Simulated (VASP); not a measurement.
# GeSb2 (P6/mmm) in VASP: notebook

GeSb2 is run at these levels: PBE; tasks: single point, relaxation of cell and atoms.

Program: VASP 6.6.1. These are calculated values, not measurements. Logs are shortened: lines on timing, memory, paths and dates and some standing lists are left out, and cuts for length are marked.

## (1) The cell of the first run

Symmetry: P6/mmm, No. 191, hexagonal system. The conventional cell has a = 5.198 Å, b = 5.198 Å, c = 3.250 Å, α = 90.00°, β = 90.00°, γ = 120.00°. Within 4.3 Å of Ge (site symmetry 6/mmm) lie 2 Ge at 3.25 Å and 12 Sb at 3.41 Å. Within 4.0 Å of Sb (site symmetry -6m2) lie 5 Sb at 3.00 to 3.25 Å and 6 Ge at 3.41 Å.

## (2) Single point, PBE

Contents of INCAR:

```
SYSTEM = GeSb2
  ALGO = Normal
  EDIFF = 1E-7
  ENCUT = 520
  GGA = PE
  ISIF = 2
  ISMEAR = 0
  LASPH = .TRUE.
  LCHARG = .FALSE.
  LREAL = .FALSE.
  LWAVE = .FALSE.
  NBANDS = 19
  NELM = 60
  PREC = Accurate
  SIGMA = 0.1
```

Contents of KPOINTS:

```
k-points
0
G
  6 6 4
  0 0 0
```

Contents of POSCAR:

```
GeSb2
1.0
    5.1979897171      0.0000000000      0.0000000000
   -2.5989948586      4.5015911436      0.0000000000
    0.0000000000      0.0000000000      3.2499147912
Ge Sb
1 2
Direct
    0.0000000000      0.0000000000      0.0000000000
    0.3333333333      0.6666666667      0.5000000000
    0.6666666667      0.3333333333      0.5000000000
```

Potentials or basis: VASP PAW PBE potentials, release 64 (Ge_d, Sb).

On the command line:

```console
$ cat potpaw_PBE.64/Ge_d/POTCAR potpaw_PBE.64/Sb/POTCAR > POTCAR
$ mpirun -np 1 vasp_std > vasp.out
```

OUTCAR:

```text
SYSTEM = GeSb2
   EDIFF = 1E-7
   ENCUT = 520
   GGA = PE
   ISIF = 2
   ISMEAR = 0
   LASPH = .TRUE.
   LREAL = .FALSE.
   NELM = 60
   PREC = Accurate

 ion  position               nearest neighbor table
   1  0.000  0.000  0.000-
   2  0.333  0.667  0.500-   3 3.00   3 3.00   3 3.00
   3  0.667  0.333  0.500-   2 3.00   2 3.00   2 3.00

  LATTYP: Found a hexagonal cell.
 ALAT       =     5.1979897171
 C/A-ratio  =     0.6252253213

  Lattice vectors:

 A1 = (   5.1979897171,   0.0000000000,   0.0000000000)
 A2 = (  -2.5989948586,   4.5015911436,   0.0000000000)
 A3 = (   0.0000000000,   0.0000000000,   3.2499147912)

Analysis of symmetry for initial positions (statically):
=====================================================================
 Subroutine PRICEL returns:
 Original cell was already a primitive cell.

 Routine SETGRP: Setting up the symmetry group for a
 hexagonal supercell.

 Subroutine GETGRP returns: Found 24 space group operations
 (whereof 24 operations were pure point group operations)
 out of a pool of 24 trial point group operations.

The static configuration has the point symmetry D_6h.

Analysis of symmetry for dynamics (positions and initial velocities):
=====================================================================
 Subroutine PRICEL returns:
 Original cell was already a primitive cell.

 Routine SETGRP: Setting up the symmetry group for a
 hexagonal supercell.

 Subroutine GETGRP returns: Found 24 space group operations
 (whereof 24 operations were pure point group operations)
 out of a pool of 24 trial point group operations.

The dynamic configuration has the point symmetry D_6h.

 Subroutine INISYM returns: Found 24 space group operations
 (whereof 24 operations are pure point group operations),
 and found     1 'primitive' translations

----------------------------------------------------------------------------------------

                                     Primitive cell

  volume of cell :      76.0455

[... 78 lines left out ...]
   ISTART =      0    job   : 0-new  1-cont  2-samecut
   ICHARG =      2    charge: 1-file 2-atom 10-const
   ISPIN  =      1    spin polarized calculation?
   LNONCOLLINEAR =      F non collinear calculations
   LSORBIT =      F    spin-orbit coupling
   LASPH  =      T    aspherical Exc in radial PAW
   ENCUT  =  520.0 eV  38.22 Ry    6.18 a.u.   9.66  9.66  6.04*2*pi/ulx,y,z
   NELM   =     60;   NELMIN=  2; NELMDL= -5     # of ELM steps
   EDIFF  = 0.1E-06   stopping-criterion for ELM
   LREAL  =      F    real-space projection
   EDIFFG = 0.1E-05   stopping-criterion for IOM
   NSW    =      0    number of steps for IOM
   IBRION =     -1    ionic relax: 0-MD 1-quasi-New 2-CG
   NFREE  =      0    steps in history (QN), initial steepest desc. (CG)
   ISIF   =      2    stress and relaxation
   ISYM   =      2    0-nonsym 1-usesym 2-fastsym
   POTIM  = 0.5000    time-step for ionic-motion
   TEBEG  =    0.0;   TEEND  =   0.0 temperature during run
   PSTRESS=    0.0 pullay stress
   NELECT =      24.0000    total number of electrons
   NUPDOWN=      -1.0000    fix difference up-down
   EMIN   =  10.00;   EMAX   =-10.00  energy-range for DOS
   EFERMI =   0.00;   METHOD = LEGACY
   ISMEAR =     0;   SIGMA  =   0.10  broadening in eV -4-tet -1-fermi 0-gaus
   EFERMI_NEDOS =   21; number of points for ismear=-14 and -15
   IALGO  =     38    algorithm
   IMIX   =      4    mixing-type and parameters
     AMIX     =   0.40;   BMIX     =  1.00
     AMIX_MAG =   1.60;   BMIX_MAG =  1.00
  volume/ion in A,a.u.               =      25.35       171.06
  Fermi-wavevector in a.u.,A,eV,Ry     =   1.114604  2.106297 16.903103  1.242343
  Thomas-Fermi vector in A             =   2.251201
   LORBIT       =      0    0 simple, 1 ext, 2 COOP (PROOUT), +10 PAW based schemes
   GGA     = PE    functional components
   LHFCALC =     F    Hartree Fock is set to
   AEXX    =    0.0000 exact exchange contribution
   IVDW    =     0    specifies the selected vdW correction
   LEPSILON=     F    determine dielectric tensor
   LRPA    =     F    only Hartree local field effects (RPA)
 non-spin polarized calculation
 Gauss-broadening in eV      SIGMA  =   0.10
  energy-cutoff  :      520.00
  volume of cell :       76.05
 maximum number of plane-waves:      2077
 NGX is ok and might be reduce to    40
   NGX = 19   NGY = 19   NGZ = 13

 number of electron      23.9999981 magnetization

 Free energy of the ion-electron system (eV)
  ---------------------------------------------------
  ext. energy  EPLUGINS =         0.00000000
  ---------------------------------------------------
  free energy    TOTEN  =       -11.71611015 eV

  energy without entropy =      -11.69992251  energy(sigma->0) =      -11.70801633

 E-fermi :   7.6891     XC(G=0): -10.2946

 val. band max:        7.6496977143   @ k =   0.1667   0.1667   0.0000
 cond. band min:       7.7388579971   @ k =   0.3333   0.1667   0.2500
 fundamental gap:      0.0891602829
 Fermi energy:         7.6890998793

 k-point     1 :       0.0000    0.0000    0.0000
  band No.  band energies     occupation
      1     -17.4490      2.00000
      2     -17.4182      2.00000
      3     -17.4182      2.00000
      4     -17.4122      2.00000
      5     -17.4122      2.00000
      6      -5.2299      2.00000
[... 439 lines left out ...]
      6      -1.0170      2.00000
[... 11 lines left out ...]
     18      13.4494      0.00000
     19      16.7508      0.00000

------------------------ aborting loop because EDIFF is reached ----------------------------------------

  FORCE on cell =-STRESS in cart. coord.  units (eV):
  Direction    XX          YY          ZZ          XY          YZ          ZX
  --------------------------------------------------------------------------------------
  -------------------------------------------------------------------------------------
  Total        0.0831105      0.0831105     -0.1932330     -0.0000000     -0.0000000      0.0000000
  in kB        1.7510271      1.7510271     -4.0711624     -0.0000000     -0.0000000      0.0000000
  external PRESSURE =      -0.1897028 kB  Pullay stress =       0.0000000 kB

 VOLUME and BASIS-vectors are now :
 -----------------------------------------------------------------------------
  energy-cutoff  :      520.00
  volume of cell :       76.05
      direct lattice vectors                 reciprocal lattice vectors
     5.197989717  0.000000000  0.000000000     0.192382066  0.111071838  0.000000000
    -2.598994859  4.501591144  0.000000000     0.000000000  0.222143675  0.000000000
     0.000000000  0.000000000  3.249914791     0.000000000  0.000000000  0.307700375

 POSITION                                       TOTAL-FORCE (eV/Angst)
 -----------------------------------------------------------------------------------
      0.00000      0.00000      0.00000        -0.000000      0.000000      0.000000
     -0.00000      3.00106      1.62496         0.000000     -0.000000      0.000000
      2.59899      1.50053      1.62496        -0.000000      0.000000     -0.000000
 -----------------------------------------------------------------------------------
    total drift:                                0.000000     -0.000000      0.000000

  FREE ENERGIE OF THE ION-ELECTRON SYSTEM (eV)
  ---------------------------------------------------
  free  energy   TOTEN  =       -11.7161101477 eV

  energy  without entropy=      -11.6999225054  energy(sigma->0) =      -11.70801633
```

stdout:

```text
POSCAR found type information on POSCAR GeSb
 POSCAR found :  2 types and       3 ions
 scaLAPACK will be used
 LDA part: xc-table for (Slater+PW92), standard interpolation
 POSCAR, INCAR and KPOINTS ok, starting setup
 FFT: planning ... GRIDC
 FFT: planning ... GRID_SOFT
 FFT: planning ... GRID
 WAVECAR not read
 entering main loop
```

Run time: 47 s. Hardware: 1 thread of Oxide Virtual Turin-like, shared host; peak memory 0.16 GiB.

What came out:

| Item | Value |
| --- | --- |
| Free energy | -11.7161 eV |
| Pressure | 0.0 GPa |
| Band gap on the k mesh | zero (bands 12 and 13 overlap by 5.33 eV) |

Levels at points of the mesh, in eV from the Fermi level:
```
           k point  band 8  band 9  band 10  band 11  band 12  band 13  band 14  band 15  band 16  band 17
(0.00, 0.00, 0.00)   -7.28   -4.05    -4.05    -3.07    -3.07     1.24     5.23     5.72     5.80     6.15
(0.50, 0.00, 0.00)   -8.29   -5.56    -0.68     0.21     1.67     1.95     2.78     2.89     3.18     4.97
(0.00, 0.00, 0.50)   -5.38   -3.24    -2.35    -2.35    -1.72    -1.54     0.09     0.09     0.68     0.68
(0.50, 0.00, 0.50)   -7.39   -5.17    -3.52    -3.24    -3.07    -0.53     2.01     2.97     3.32     3.97
```

Caveat: the k points lie up to 0.48 Å⁻¹ apart, too coarse for converged energies and pressures of a metal; spin-orbit coupling is left out, which moves the levels of the heavy elements.

## (3) Relaxation of cell and atoms, PBE

This run uses another cell than the first one, of 22.96 Å³/atom.

Contents of INCAR:

```
ALGO     = Normal         # electronic algorithm
EDIFF    = 1E-7           # SCF threshold, eV
EDIFFG   = -0.04          # ionic threshold
ENCUT    = 600            # plane-wave cutoff, eV
GGA      = PE             # functional
IBRION   = 2              # ionic algorithm
ISIF     = 3              # what is computed and relaxed
ISMEAR   = 0              # smearing method
LASPH    = True           # aspherical terms in the spheres
LCHARG   = False          # write CHGCAR
LREAL    = False          # projectors in reciprocal space
LWAVE    = False          # write WAVECAR
NELM     = 80             # most SCF steps
NSW      = 90             # ionic steps
PREC     = Accurate       # precision mode
SIGMA    = 0.1            # smearing width, eV
```

Contents of KPOINTS:

```
k-points
0
Gamma
  6 6 4
```

Contents of POSCAR:

```
GeSb2
1.0
    4.1922121859      0.0000000000      0.0000000000
   -2.0961060930      3.6305622511      0.0000000000
    0.0000000000      0.0000000000      4.5264749516
Ge Sb
1 2
Direct
    0.0000000000      0.0000000000      0.0000000000
    0.3333333333      0.6666666667      0.5000000000
    0.6666666667      0.3333333333      0.5000000000
```

Potentials or basis: VASP PAW PBE potentials, release 64 (Ge_d, Sb).

On the command line:

```console
$ cat potpaw_PBE.64/Ge_d/POTCAR potpaw_PBE.64/Sb/POTCAR > POTCAR
$ mpirun -np 1 vasp_std > vasp.out
```

OUTCAR:

```text
EDIFF = 1E-7
   EDIFFG = -0.04
   ENCUT = 600
   GGA = PE
   IBRION = 2
   ISIF = 3
   ISMEAR = 0
   LASPH = True
   LREAL = False
   NELM = 80
   NSW = 90
   PREC = Accurate

 ion  position               nearest neighbor table
   1  0.000  0.000  0.000-   2 3.31   3 3.31   2 3.31   3 3.31   3 3.31   3 3.31   2 3.31   2 3.31
                             3 3.31   3 3.31   2 3.31   2 3.31
   2  0.333  0.667  0.500-   3 2.42   3 2.42   3 2.42   1 3.31   1 3.31   1 3.31   1 3.31   1 3.31
                             1 3.31
   3  0.667  0.333  0.500-   2 2.42   2 2.42   2 2.42   1 3.31   1 3.31   1 3.31   1 3.31   1 3.31
                             1 3.31

  LATTYP: Found a hexagonal cell.
 ALAT       =     4.1922121859
 C/A-ratio  =     1.0797342193

  Lattice vectors:

 A1 = (   4.1922121859,   0.0000000000,   0.0000000000)
[... 186 lines left out ...]
  in kB      564.5129277    564.5129277      4.5830861     -0.0000000      0.0000000      0.0000000
  external PRESSURE =     377.8696472 kB  Pullay stress =       0.0000000 kB
[... 1301 lines left out ...]
      3     -14.1184      2.00000
      4     -14.1184      2.00000
      5     -13.9455      2.00000
      6       3.9829      2.00000
[... 8 lines left out ...]
     15      13.0692      0.00000
     16      13.0692      0.00000

[... ionic steps 4 to 15 ...]

--------------------------------------- Ionic step       16  -------------------------------------------

 number of electron      23.9999989 magnetization

------------------------ aborting loop because EDIFF is reached ----------------------------------------
[... 69 lines left out ...]
--------------------------------------- Ionic step       18  -------------------------------------------

 number of electron      23.9999987 magnetization

 Free energy of the ion-electron system (eV)
  ---------------------------------------------------
  ext. energy  EPLUGINS =         0.00000000
  ---------------------------------------------------
  free energy    TOTEN  =       -11.70986855 eV

  energy without entropy =      -11.69370111  energy(sigma->0) =      -11.70178483

 E-fermi :   7.6833     XC(G=0): -10.2931

 val. band max:        7.6410343062   @ k =   0.1667   0.1667   0.2500
 cond. band min:       7.7353136677   @ k =   0.3333   0.1667   0.2500
 fundamental gap:      0.0942793615
 Fermi energy:         7.6832833898
[... 427 lines left out ...]
  FREE ENERGIE OF THE ION-ELECTRON SYSTEM (eV)
  ---------------------------------------------------
  free  energy   TOTEN  =       -11.7098685496 eV

  energy  without entropy=      -11.6937011079  energy(sigma->0) =      -11.70178483

 reached required accuracy - stopping structural energy minimisation
```

OSZICAR:

```text
N       E                     dE             d eps       ncg     rms          rms(c)
DAV:   1     0.159596645456E+03    0.15960E+03   -0.12114E+04   712   0.270E+03
DAV:   2     0.993918344242E+01   -0.14966E+03   -0.14762E+03   744   0.531E+02
DAV:   3    -0.660832522429E+01   -0.16548E+02   -0.16142E+02   904   0.117E+02
[... 207 lines left out ...]
DAV:   3    -0.117101060251E+02    0.60991E-02   -0.12512E-02   976   0.147E+00    0.817E-02
DAV:   4    -0.117099123860E+02    0.19364E-03   -0.60826E-04   768   0.363E-01    0.460E-02
DAV:   5    -0.117098691354E+02    0.43251E-04   -0.70861E-05   864   0.125E-01    0.162E-02
DAV:   6    -0.117098685832E+02    0.55215E-06   -0.60379E-06   824   0.346E-02    0.206E-03
DAV:   7    -0.117098685496E+02    0.33641E-07   -0.84832E-07   656   0.157E-02
  18 F= -.11709869E+02 E0= -.11701785E+02  d E =-.113741E-02
```

CONTCAR:

```text
GeSb2
   1.00000000000000
     5.2035033551429031   -0.0000000000151347    0.0000000000000000
    -2.6017516776466199    4.5063660943375883    0.0000000000000000
    -0.0000000000000000    0.0000000000000000    3.2442810619726044
  Ge              Sb
     1     2
Direct
     1.0000000000000000    0.0000000000000000    0.0000000000000000
     0.3333333332999970    0.6666666667000030    0.5000000000000000
     0.6666666667000030    0.3333333332999970    0.5000000000000000

  0.00000000E+00  0.00000000E+00  0.00000000E+00
  0.00000000E+00  0.00000000E+00  0.00000000E+00
  0.00000000E+00  0.00000000E+00  0.00000000E+00
```

Wall time 8.5 min (1 thread of Oxide Virtual Turin-like, shared host); peak memory 0.21 GiB.

What came out:

```yaml
Free_energy: -11.7099 eV
Relaxed_volume: 25.36 Å³/atom
Relaxed_cell: a = 5.204 Å, b = 5.204 Å, c = 3.244 Å, α = 90.00°, β = 90.00°, γ = 120.00°
Space_group_after_relaxing_to_0.1_Å: P6/mmm (No. 191)
Pressure_after_relaxing: -0.1 GPa
Band_gap_on_the_k_mesh: zero (bands 12 and 13 overlap by 5.32 eV)
```

Final structure:
```xyz
3
Lattice="5.2035 0.0000 0.0000 -2.6018 4.5064 0.0000 0.0000 0.0000 3.2443" Properties=species:S:1:pos:R:3 pbc="T T T"
Ge    5.2035    0.0000    0.0000
Sb    0.0000    3.0042    1.6221
Sb    2.6018    1.5021    1.6221
```

Caveat: a cell axis changed by over 15 % at a fixed basis, so the end point is rough; spin-orbit coupling is left out, which moves the levels of the heavy elements.

## (4) Single point, PBE

This run uses another cell than the first one, of 25.83 Å³/atom.

Contents of INCAR:

```
SYSTEM = GeSb2
ALGO     = Fast           ! electronic algorithm
EDIFF    = 1E-6           ! SCF threshold, eV
ENCUT    = 520            ! plane-wave cutoff, eV
GGA      = PE             ! functional
ISIF     = 2              ! what is computed and relaxed
ISMEAR   = 0              ! smearing method
LASPH    = .TRUE.         ! aspherical terms in the spheres
LCHARG   = .TRUE.         ! write CHGCAR
LELF     = .TRUE.         ! ELF
LREAL    = .FALSE.        ! projectors in reciprocal space
LVHAR    = .TRUE.       
LWAVE    = .FALSE.        ! write WAVECAR
NBANDS   = 19             ! bands
NELM     = 80             ! most SCF steps
PREC     = Accurate       ! precision mode
SIGMA    = 0.1            ! smearing width, eV
```

Contents of KPOINTS:

```
k-points
0
G
  12 12 14
  0 0 0
```

Contents of POSCAR:

```
GeSb2
1.0
    5.3923941650      0.0000000000      0.0000000000
   -2.6961970825      4.6699503341      0.0000000000
    0.0000000000      0.0000000000      3.0777384473
Ge Sb
1 2
Direct
    0.0000000000      0.0000000000      0.0000000000
    0.3333333333      0.6666666667      0.5000000000
    0.6666666667      0.3333333333      0.5000000000
```

On the command line:

```console
$ cat potpaw_PBE.64/Ge_d/POTCAR potpaw_PBE.64/Sb/POTCAR > POTCAR
$ mpirun -np 1 vasp_std > vasp.out
```

Wall time 2.3 min (1 thread of Oxide Virtual Turin-like, shared host); peak memory 0.32 GiB.

Results (log left out):

```
Free energy            : -11.8385 eV
Pressure               : 0.0 GPa
Band gap on the k mesh : zero (bands 12 and 13 overlap by 4.66 eV)
```

Levels at points of the mesh, in eV from the Fermi level:
```tsv
k point	band 9	band 10	band 11	band 12	band 13	band 14	band 15	band 16
(0.00, 0.00, 0.00)	-4.04	-4.04	-3.16	-3.16	2.94	5.43	5.43	6.71
(0.50, 0.00, 0.00)	-5.43	-1.15	-0.41	1.36	1.37	2.31	4.39	4.66
(0.00, 0.00, 0.50)	-3.58	-2.42	-1.81	-1.81	-1.76	0.37	0.37	1.00
(0.50, 0.00, 0.50)	-5.13	-3.46	-3.35	-2.60	-0.21	1.77	2.63	3.08
```

Caveat: spin-orbit coupling is left out, which moves the levels of the heavy elements.

(Continued in part 2 of 2.)

The gap in the log of VASP goes by the Fermi energy; the results here count the filled bands.